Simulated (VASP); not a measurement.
**Ga: single point with PBE**

Ga:

```
CELL_PARAMETERS angstrom
2.78306 0.00000 -0.00916
0.00000 3.39507 0.00000
-1.35882 0.00000 4.06026
ATOMIC_POSITIONS crystal
Ga 0.86385 0.25000 0.23289
Ga 0.13615 0.75000 0.76711
```

```
Program             : VASP 6.6.1
Task                : single point
Functional          : PBE
Potentials or basis : VASP PAW PBE potentials, release 64 (Ga_d)
Cutoff              : 520 eV
k mesh              : 16 × 12 × 10
Occupations         : gaussian, width 0.1 eV
Spin                : no spin polarisation
```

| Quantity | Value |
| --- | --- |
| Pressure | 0.1 GPa |
| Band gap on the k mesh | zero (bands 13 and 14 overlap by 7.99 eV) |

Forces in eV/Å, atoms in the order of the input:
```
Ga   0.003  0.000 -0.001
Ga  -0.003  0.000  0.001
```

Levels at points of the mesh, in eV from the Fermi level:
| k point | band 11 | band 12 | band 13 | band 14 | band 15 | band 16 |
| --- | --- | --- | --- | --- | --- | --- |
| (0.00, 0.00, 0.00) | -11.02 | -1.94 | -1.73 | 1.38 | 5.16 | 9.46 |
| (0.50, 0.00, 0.00) | -5.93 | -4.96 | -1.24 | 0.10 | 5.73 | 6.21 |
| (0.00, 0.50, 0.00) | -7.72 | -7.72 | 1.62 | 1.62 | 2.44 | 2.44 |
| (0.50, 0.50, 0.00) | -2.81 | -2.81 | -1.71 | -1.71 | 2.05 | 2.05 |
| (0.00, 0.00, 0.50) | -9.05 | -8.30 | 3.57 | 4.43 | 5.39 | 5.66 |
| (0.50, 0.00, 0.50) | -5.91 | -4.92 | -1.33 | 0.01 | 5.73 | 6.26 |
| (0.00, 0.50, 0.50) | -6.08 | -6.08 | -4.23 | -4.23 | 10.74 | 10.74 |
| (0.50, 0.50, 0.50) | -2.80 | -2.80 | -1.67 | -1.67 | 2.00 | 2.00 |

Wall time 5 min on 1 thread of Intel(R) Xeon(R) Platinum 8259CL CPU @ 2.50GHz (Skylake/Cascade Lake) (shared host), peak memory 0.43 GiB.
